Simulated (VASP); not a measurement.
# Li (Fm-3m) in VASP: further runs

Runs on Li. Level: r2SCAN. Tasks: single point, relaxation of cell and atoms.

Program: VASP 6.6.1. These are calculated values, not measurements. Logs are shortened: lines on timing, memory, paths and dates and some standing lists are left out, and cuts for length are marked.

## (1) The cell of the first run

Symmetry: Fm-3m, No. 225, cubic system. Conventional cell: a = 4.376 Å, b = 4.376 Å, c = 4.376 Å, α = 90.00°, β = 90.00°, γ = 90.00°. Within 4.1 Å of Li (site symmetry m-3m) lie 12 Li at 3.09 Å.

## (2) Single point, r2SCAN

Input file POSCAR:

```
Li
1.0
    0.0000000000      2.1879463571      2.1879463571
    2.1879463571      0.0000000000      2.1879463571
    2.1879463571      2.1879463571      0.0000000000
Li
1
Direct
    0.0000000000      0.0000000000      0.0000000000
```

Input file INCAR.step1:

```
SYSTEM = Li
PREC = Accurate ; ENCUT = 520
ISMEAR = 0 ; SIGMA = 0.1
LREAL = .FALSE. ; LASPH = .TRUE.
NELM = 80 ; NBANDS = 8
GGA = PE ; ALGO = Normal
EDIFF = 1E-4 ; LWAVE = .TRUE.
LCHARG = .FALSE.
```

Input file INCAR.step2:

```
SYSTEM = Li
PREC = Accurate ; ENCUT = 520
EDIFF = 1E-6 ; ISMEAR = 0
SIGMA = 0.1 ; LREAL = .FALSE.
LASPH = .TRUE. ; NELM = 80
ALGO = Normal ; ISIF = 2
LWAVE = .FALSE. ; LCHARG = .FALSE.
METAGGA = R2SCAN ; LMIXTAU = .TRUE.
NBANDS = 8 ; ISTART = 1
```

Input file KPOINTS:

```
regular mesh
0
G
  16 16 16
  0 0 0
```

Potentials or basis: VASP PAW PBE potentials, release 64 (Li_sv).

On the command line:

```sh
> cat potpaw_PBE.64/Li_sv/POTCAR > POTCAR
> cp INCAR.step1 INCAR
> mpirun -np 1 vasp_std > vasp.out
> cp INCAR.step2 INCAR
> mpirun -np 1 vasp_std > vasp.out
```

OUTCAR:

```text
SYSTEM = Li
   PREC = Accurate
   ENCUT = 520
   EDIFF = 1E-6
   ISMEAR = 0
   LREAL = .FALSE.
   LASPH = .TRUE.
   NELM = 80
   ISIF = 2
   METAGGA = R2SCAN
   ISTART = 1

 ion  position               nearest neighbor table
   1  0.000  0.000  0.000-

  LATTYP: Found a face centered cubic cell.
 ALAT       =     4.3758927142

  Lattice vectors:

 A1 = (   0.0000000000,   2.1879463571,   2.1879463571)
 A2 = (   2.1879463571,   0.0000000000,   2.1879463571)
 A3 = (   2.1879463571,   2.1879463571,   0.0000000000)

Analysis of symmetry for initial positions (statically):
=====================================================================
 Subroutine PRICEL returns:
 Original cell was already a primitive cell.

 Routine SETGRP: Setting up the symmetry group for a
 face centered cubic supercell.

 Subroutine GETGRP returns: Found 48 space group operations
 (whereof 48 operations were pure point group operations)
 out of a pool of 48 trial point group operations.

The static configuration has the point symmetry O_h .

Analysis of symmetry for dynamics (positions and initial velocities):
=====================================================================
 Subroutine PRICEL returns:
 Original cell was already a primitive cell.

 Routine SETGRP: Setting up the symmetry group for a
 face centered cubic supercell.

 Subroutine GETGRP returns: Found 48 space group operations
 (whereof 48 operations were pure point group operations)
 out of a pool of 48 trial point group operations.

The dynamic configuration has the point symmetry O_h .

 Subroutine INISYM returns: Found 48 space group operations
 (whereof 48 operations are pure point group operations),
 and found     1 'primitive' translations

----------------------------------------------------------------------------------------

                                     Primitive cell

  volume of cell :      20.9479

  direct lattice vectors                    reciprocal lattice vectors
     0.000000000  2.187946357  2.187946357    -0.228524798  0.228524798  0.228524798
     2.187946357  0.000000000  2.187946357     0.228524798 -0.228524798  0.228524798
     2.187946357  2.187946357  0.000000000     0.228524798  0.228524798 -0.228524798

  length of vectors
     3.094223412  3.094223412  3.094223412     0.395816561  0.395816561  0.395816561

  position of ions in fractional coordinates (direct lattice)
     0.000000000  0.000000000  0.000000000

  ion indices of the primitive-cell ions
   primitive index   ion index
                 1           1

----------------------------------------------------------------------------------------

 KPOINTS: regular mesh

Automatic generation of k-mesh.
 Grid dimensions read from file:
 generate k-points for:   16   16   16

 Generating k-lattice:

  Cartesian coordinates                     Fractional coordinates (reciprocal lattice)
    -0.014282800  0.014282800  0.014282800     0.062500000  0.000000000  0.000000000
     0.014282800 -0.014282800  0.014282800     0.000000000  0.062500000  0.000000000
     0.014282800  0.014282800 -0.014282800     0.000000000  0.000000000  0.062500000

  Length of vectors
     0.024738535  0.024738535  0.024738535

  Shift w.r.t. Gamma in fractional coordinates (k-lattice)
     0.000000000  0.000000000  0.000000000

 Subroutine IBZKPT returns following result:
 ===========================================

 Found    145 irreducible k-points:

 Following reciprocal coordinates:
            Coordinates               Weight
  0.000000  0.000000  0.000000      1.000000
  0.062500  0.000000  0.000000      8.000000
  0.125000  0.000000  0.000000      8.000000
  0.187500  0.000000  0.000000      8.000000
  0.250000  0.000000  0.000000      8.000000
  0.312500  0.000000  0.000000      8.000000
[... 16 lines left out ...]
 -0.125000  0.062500  0.000000     24.000000
 -0.062500  0.062500  0.000000     12.000000
 [... further k-points ...]
   k-points           NKPTS =    145   k-points in BZ     NKDIM =    145   number of bands    NBANDS=      8
   number of dos      NEDOS =    301   number of ions     NIONS =      1
   total plane-waves  NPLWV =  13824
   dimension x,y,z NGX =    24 NGY =   24 NGZ =   24
   dimension x,y,z NGXF=    48 NGYF=   48 NGZF=   48
   ions per type =               1
   NGX,Y,Z   is equivalent  to a cutoff of  12.89, 12.89, 12.89 a.u.
   NGXF,Y,Z  is equivalent  to a cutoff of  25.79, 25.79, 25.79 a.u.
 SYSTEM =  Li
   PREC   = accura    normal or accurate (medium, high low for compatibility)
   ISTART =      1    job   : 0-new  1-cont  2-samecut
   ICHARG =      0    charge: 1-file 2-atom 10-const
   ISPIN  =      1    spin polarized calculation?
   LNONCOLLINEAR =      F non collinear calculations
   LSORBIT =      F    spin-orbit coupling
   LASPH  =      T    aspherical Exc in radial PAW
   ENCUT  =  520.0 eV  38.22 Ry    6.18 a.u.   5.75  5.75  5.75*2*pi/ulx,y,z
   NELM   =     80;   NELMIN=  2; NELMDL=  0     # of ELM steps
   EDIFF  = 0.1E-05   stopping-criterion for ELM
   LREAL  =      F    real-space projection
   EDIFFG = 0.1E-04   stopping-criterion for IOM
   NSW    =      0    number of steps for IOM
   IBRION =     -1    ionic relax: 0-MD 1-quasi-New 2-CG
   NFREE  =      0    steps in history (QN), initial steepest desc. (CG)
   ISIF   =      2    stress and relaxation
   ISYM   =      2    0-nonsym 1-usesym 2-fastsym
   POTIM  = 0.5000    time-step for ionic-motion
   TEBEG  =    0.0;   TEEND  =   0.0 temperature during run
   PSTRESS=    0.0 pullay stress
   NELECT =       3.0000    total number of electrons
   NUPDOWN=      -1.0000    fix difference up-down
   EMIN   =  10.00;   EMAX   =-10.00  energy-range for DOS
   EFERMI =   0.00;   METHOD = LEGACY
   ISMEAR =     0;   SIGMA  =   0.10  broadening in eV -4-tet -1-fermi 0-gaus
   EFERMI_NEDOS =   21; number of points for ismear=-14 and -15
   IALGO  =     38    algorithm
   IMIX   =      4    mixing-type and parameters
     AMIX     =   0.40;   BMIX     =  1.00
     AMIX_MAG =   1.60;   BMIX_MAG =  1.00
  volume/ion in A,a.u.               =      20.95       141.36
  Fermi-wavevector in a.u.,A,eV,Ry     =   0.856516  1.618580  9.981491  0.733619
  Thomas-Fermi vector in A             =   1.973429
   LORBIT       =      0    0 simple, 1 ext, 2 COOP (PROOUT), +10 PAW based schemes
   METAGGA = R2SCAN    functional components
   LHFCALC =     F    Hartree Fock is set to
   AEXX    =    0.0000 exact exchange contribution
   IVDW    =     0    specifies the selected vdW correction
   LEPSILON=     F    determine dielectric tensor
   LRPA    =     F    only Hartree local field effects (RPA)
 non-spin polarized calculation
 Gauss-broadening in eV      SIGMA  =   0.10
  energy-cutoff  :      520.00
  volume of cell :       20.95
 maximum number of plane-waves:       588
   NGX = 11   NGY = 11   NGZ = 11

 number of electron       3.0000000 magnetization

 Free energy of the ion-electron system (eV)
  ---------------------------------------------------
  ext. energy  EPLUGINS =         0.00000000
  ---------------------------------------------------
  free energy    TOTEN  =        -2.38741797 eV

  energy without entropy =       -2.38535494  energy(sigma->0) =       -2.38638645

 E-fermi :   0.5411     XC(G=0):  -7.3577

 val. band max:        0.4702400764   @ k =   0.4375   0.3750   0.0625
 cond. band min:       0.5579016192   @ k =   0.5000   0.0000   0.0000
 fundamental gap:      0.0876615428
 Fermi energy:         0.5410517470

 k-point     1 :       0.0000    0.0000    0.0000
  band No.  band energies     occupation
      1     -47.6319      2.00000
      2      -3.2393      2.00000
      3      16.2224      0.00000
      4      16.2224      0.00000
      5      16.2239      0.00000
      6      19.5201      0.00000
      7      19.5201      0.00000
      8      19.5204      0.00000

 k-point     2 :       0.0625    0.0000    0.0000
  band No.  band energies     occupation
      1     -47.6313      2.00000
      2      -3.1647      2.00000
      3      15.2310      0.00000
      4      16.0087      0.00000
      5      16.0099      0.00000
      6      19.0216      0.00000
      7      19.8716      0.00000
      8      19.8719      0.00000

 k-point     3 :       0.1250    0.0000    0.0000
  band No.  band energies     occupation
      1     -47.6295      2.00000
      2      -2.9405      2.00000
      3      13.2206      0.00000
      4      15.5624      0.00000
      5      15.5635      0.00000
      6      19.0313      0.00000
      7      20.6348      0.00000
      8      20.6354      0.00000

 k-point     4 :       0.1875    0.0000    0.0000
  band No.  band energies     occupation
      1     -47.6269      2.00000
      2      -2.5674      2.00000
      3      11.0806      0.00000
      4      15.1140      0.00000
      5      15.1151      0.00000
      6      19.2856      0.00000
      7      20.9198      0.00000
      8      20.9205      0.00000

 k-point     5 :       0.2500    0.0000    0.0000
  band No.  band energies     occupation
      1     -47.6237      2.00000
      2      -2.0476      2.00000
      3       9.0408      0.00000
      4      14.7567      0.00000
      5      14.7578      0.00000
      6      19.4581      0.00000
      7      20.1469      0.00000
      8      20.1473      0.00000

 k-point     6 :       0.3125    0.0000    0.0000
  band No.  band energies     occupation
      1     -47.6205      2.00000
      2      -1.3897      2.00000
      3       7.1733      0.00000
      4      14.5142      0.00000
      5      14.5153      0.00000
      6      19.2201      0.00000
      7      19.2205      0.00000
      8      19.2971      0.00000

 k-point     7 :       0.3750    0.0000    0.0000
  band No.  band energies     occupation
      1     -47.6178      2.00000
      2      -0.6222      2.00000
      3       5.5300      0.00000
      4      14.3784      0.00000
      5      14.3795      0.00000
      6      18.4668      0.00000
      7      18.4670      0.00000
      8      18.9775      0.00000

 k-point     8 :       0.4375    0.0000    0.0000
  band No.  band energies     occupation
      1     -47.6160      2.00000
      2       0.1525      2.00000
      3       4.2259      0.00000
      4      14.3213      0.00000
      5      14.3224      0.00000
      6      17.9784      0.00000
      7      17.9785      0.00000
      8      18.7329      0.00000

 k-point     9 :       0.5000    0.0000    0.0000
  band No.  band energies     occupation
      1     -47.6153      2.00000
      2       0.5579      0.81165
      3       3.6437      0.00000
      4      14.3084      0.00000
      5      14.3095      0.00000
      6      17.8083      0.00000
      7      17.8084      0.00000
      8      18.6453      0.00000

 k-point    10 :       0.0625    0.0625    0.0000
  band No.  band energies     occupation
      1     -47.6311      2.00000
      2      -3.1396      2.00000
      3      15.4098      0.00000
      4      15.4106      0.00000
      5      16.2159      0.00000
      6      18.0111      0.00000
      7      20.5303      0.00000
      8      20.5307      0.00000
[... 78 lines left out ...]
 k-point    18 :      -0.4375    0.0625    0.0000
  band No.  band energies     occupation
      1     -47.6154      2.00000
      2       0.4438      1.83096
      3       3.9493      0.00000
      4      13.5282      0.00000
      5      14.1412      0.00000
      6      16.9324      0.00000
      7      18.2236      0.00000
      8      20.5521      0.00000

 k-point    19 :      -0.3750    0.0625    0.0000
  band No.  band energies     occupation
      1     -47.6168      2.00000
      2      -0.2795      2.00000
      3       5.0822      0.00000
      4      13.3346      0.00000
      5      14.5394      0.00000
      6      17.4289      0.00000
      7      18.2470      0.00000
      8      20.8145      0.00000

 k-point    20 :      -0.3125    0.0625    0.0000
  band No.  band energies     occupation
      1     -47.6192      2.00000
      2      -1.0724      2.00000
      3       6.6321      0.00000
      4      13.2929      0.00000
      5      14.9662      0.00000
      6      18.0892      0.00000
      7      18.5947      0.00000
      8      21.0097      0.00000

 k-point    21 :      -0.2500    0.0625    0.0000
  band No.  band energies     occupation
      1     -47.6222      2.00000
      2      -1.7742      2.00000
      3       8.4266      0.00000
      4      13.4104      0.00000
      5      15.3944      0.00000
      6      18.8352      0.00000
      7      19.2569      0.00000
      8      20.7402      0.00000

 k-point    22 :      -0.1875    0.0625    0.0000
  band No.  band energies     occupation
      1     -47.6254      2.00000
      2      -2.3427      2.00000
      3      10.4009      0.00000
      4      13.6871      0.00000
      5      15.8147      0.00000
      6      19.2519      0.00000
      7      20.0884      0.00000
      8      20.7492      0.00000

 k-point    23 :      -0.1250    0.0625    0.0000
  band No.  band energies     occupation
      1     -47.6282      2.00000
      2      -2.7658      2.00000
      3      12.4887      0.00000
      4      14.1188      0.00000
      5      16.1798      0.00000
      6      19.0108      0.00000
      7      20.2535      0.00000
      8      21.6026      0.00000

 k-point    24 :      -0.0625    0.0625    0.0000
  band No.  band energies     occupation
      1     -47.6303      2.00000
      2      -3.0402      2.00000
      3      14.4410      0.00000
      4      14.7669      0.00000
      5      16.3141      0.00000
      6      18.7893      0.00000
      7      19.7835      0.00000
      8      21.2049      0.00000

 [... further k-points ...]
[... 5 lines left out ...]
  --------------------------------------------------------------------------------------
  -------------------------------------------------------------------------------------
  Total       -0.0741900     -0.0741900     -0.0741900      0.0000000      0.0000000      0.0000000
  in kB       -5.6743488     -5.6743488     -5.6743488      0.0000000      0.0000000      0.0000000
  external PRESSURE =      -5.6743488 kB  Pullay stress =       0.0000000 kB

 VOLUME and BASIS-vectors are now :
 -----------------------------------------------------------------------------
  energy-cutoff  :      520.00
  volume of cell :       20.95
      direct lattice vectors                 reciprocal lattice vectors
     0.000000000  2.187946357  2.187946357    -0.228524798  0.228524798  0.228524798
     2.187946357  0.000000000  2.187946357     0.228524798 -0.228524798  0.228524798
     2.187946357  2.187946357  0.000000000     0.228524798  0.228524798 -0.228524798

 POSITION                                       TOTAL-FORCE (eV/Angst)
 -----------------------------------------------------------------------------------
      0.00000      0.00000      0.00000         0.000000     -0.000000      0.000000
 -----------------------------------------------------------------------------------
    total drift:                                0.000000      0.000000     -0.000000

  FREE ENERGIE OF THE ION-ELECTRON SYSTEM (eV)
  ---------------------------------------------------
  free  energy   TOTEN  =        -2.3874179689 eV

  energy  without entropy=       -2.3853549378  energy(sigma->0) =       -2.38638645
```

Wall time 3.3 min (1 thread of AMD EPYC 7R13, shared host); peak memory 0.14 GiB.

Results:

```yaml
Free_energy: -2.3874 eV
```

Caveat: the cutoff is under 1.25 times the usual one of these potentials, so pressure, stress and relaxed cells hold a basis-set (Pulay) error; the PAW data sets were made with another functional, which shifts forces and pressure a little.

## (3) Relaxation of cell and atoms, r2SCAN

This run uses another cell than the first one, of 20.35 Å³/atom, 0.971 times its volume.

Input file POSCAR:

```
Li
1.0
    0.0000000000      2.1668323349      2.1668323349
    2.1668323349      0.0000000000      2.1668323349
    2.1668323349      2.1668323349      0.0000000000
Li
1
Direct
    0.0000000000      0.0000000000      0.0000000000
```

Input file INCAR.step1:

```
SYSTEM = Li
PREC = Accurate
ENCUT = 600
ISMEAR = 0
SIGMA = 0.1
LREAL = .FALSE.
LASPH = .TRUE.
NELM = 80
GGA = PE
ALGO = Normal
EDIFF = 1E-4
LWAVE = .TRUE.
LCHARG = .FALSE.
```

Input file INCAR.step2:

```
SYSTEM = Li
PREC = Accurate
ENCUT = 600
EDIFF = 1E-6
ISMEAR = 0
SIGMA = 0.1
LREAL = .FALSE.
LASPH = .TRUE.
NELM = 80
ALGO = Normal
ISIF = 3
LWAVE = .FALSE.
LCHARG = .FALSE.
METAGGA = R2SCAN
LMIXTAU = .TRUE.
IBRION = 2
NSW = 100
EDIFFG = -0.005
ISTART = 1
```

KPOINTS is that of step 2.

Potentials or basis: VASP PAW PBE potentials, release 64 (Li_sv).

On the command line:

```sh
> cat potpaw_PBE.64/Li_sv/POTCAR > POTCAR
> cp INCAR.step1 INCAR
> mpirun -np 1 vasp_std > vasp.out
> cp INCAR.step2 INCAR
> mpirun -np 1 vasp_std > vasp.out
```

It took 2.3 min on 1 thread of AMD EPYC 7R13, shared host; peak memory 0.14 GiB.

Results (log left out):

| Item | Value |
| --- | --- |
| Free energy | -2.3880 eV |
| Relaxed volume | 20.37 Å³/atom |
| Relaxed cell | a = 3.065 Å, b = 3.065 Å, c = 3.065 Å, α = 60.00°, β = 60.00°, γ = 60.00° |
| Space group after relaxing (to 0.05 Å) | Fm-3m (No. 225) |
| Energy gained by relaxing | 0.0 meV/atom |
| Ionic steps | 2 |
| Pressure after relaxing | 0.0 GPa |

Final structure:
```
CELL_PARAMETERS angstrom
0.00000 2.16757 2.16757
2.16757 0.00000 2.16757
2.16757 2.16757 0.00000
ATOMIC_POSITIONS crystal
Li 0.00000 0.00000 0.00000
```

Levels at points of the mesh, in eV from the Fermi level:
```
           k point  band 1  band 2  band 3  band 4  band 5
(0.00, 0.00, 0.00)  -48.04   -3.84   15.95   15.95   15.95
(0.50, 0.00, 0.00)  -48.02    0.02    3.16   14.00   14.01
(0.50, 0.50, 0.00)  -48.02    1.70    5.03    9.28    9.29
```

Caveat: the cutoff is under 1.25 times the usual one of these potentials, so pressure, stress and relaxed cells hold a basis-set (Pulay) error; the PAW data sets were made with another functional, which shifts forces and pressure a little.

## (4) Single point, r2SCAN

This run uses another cell than the first one, of 20.35 Å³/atom, 0.971 times its volume.

POSCAR is that of step 3.

Input file INCAR.step1:

```
ALGO = Normal
EDIFF = 1E-5
ENCUT = 830
GGA = PE
GGA_COMPAT = F
ISMEAR = 0
LASPH = T
LCHARG = F
LREAL = F
LWAVE = T
NBANDS = 8
NELM = 120
PREC = Accurate
SIGMA = 0.1
```

Input file INCAR.step2:

```
ALGO = Normal
EDIFF = 1E-6
ENCUT = 830
GGA_COMPAT = F
ISIF = 2
ISMEAR = 0
ISTART = 1
LASPH = T
LCHARG = F
LMIXTAU = T
LREAL = F
LWAVE = F
METAGGA = R2SCAN
NBANDS = 8
NELM = 120
PREC = Accurate
SIGMA = 0.1
```

Input file KPOINTS:

```
k-points
0
Gamma
  8 8 8
```

On the command line:

```sh
> cat potpaw_PBE.64/Li_sv/POTCAR > POTCAR
> cp INCAR.step1 INCAR
> mpirun -np 1 vasp_std > vasp.out
> cp INCAR.step2 INCAR
> mpirun -np 1 vasp_std > vasp.out
```

Wall time 32 s (1 thread of Intel Xeon 6975P-C (Granite Rapids), shared host); peak memory 0.16 GiB.

Results (log left out):

```yaml
Free_energy: -2.3810 eV
Pressure: 0.1 GPa
```

Levels at points of the mesh, in eV from the Fermi level:
```
           k point  band 1  band 2  band 3  band 4  band 5  band 6
(0.00, 0.00, 0.00)  -47.88   -3.70   16.11   16.11   16.11   19.51
(0.50, 0.00, 0.00)  -47.86    0.17    3.30   14.17   14.17   17.76
(0.50, 0.50, 0.00)  -47.85    1.86    5.18    9.44    9.44   11.41
```

Caveat: the PAW data sets were made with another functional, which shifts forces and pressure a little.

## (5) The runs side by side

| task | cell | k mesh | cutoff (eV) | gap on the mesh (eV) | pressure (GPa) |
| --- | --- | --- | --- | --- | --- |
| single point | a = 3.094 Å, angles 60.0°, 1 atom | 16 × 16 × 16 | 520 | none | - |
| relaxation of cell and atoms | relaxed from a = 3.064 Å, angles 60.0°, 1 atom | 16 × 16 × 16 | 600 | none | 0.0 |
| single point | a = 3.064 Å, angles 60.0°, 1 atom | 8 × 8 × 8 | 830 | none | 0.1 |

Alike in all rows: level r2SCAN; potentials or basis VASP PAW PBE potentials, release 64 (Li_sv); no spin polarisation; smearing gaussian 0.1 eV.

Caveats: the PAW data sets were made with another functional, which shifts forces and pressure a little; the cutoff is under 1.25 times the usual one of these potentials, so pressure, stress and relaxed cells hold a basis-set (Pulay) error (some runs).

Total energies depend on the potentials used, so only differences within one code and one set of settings carry meaning.
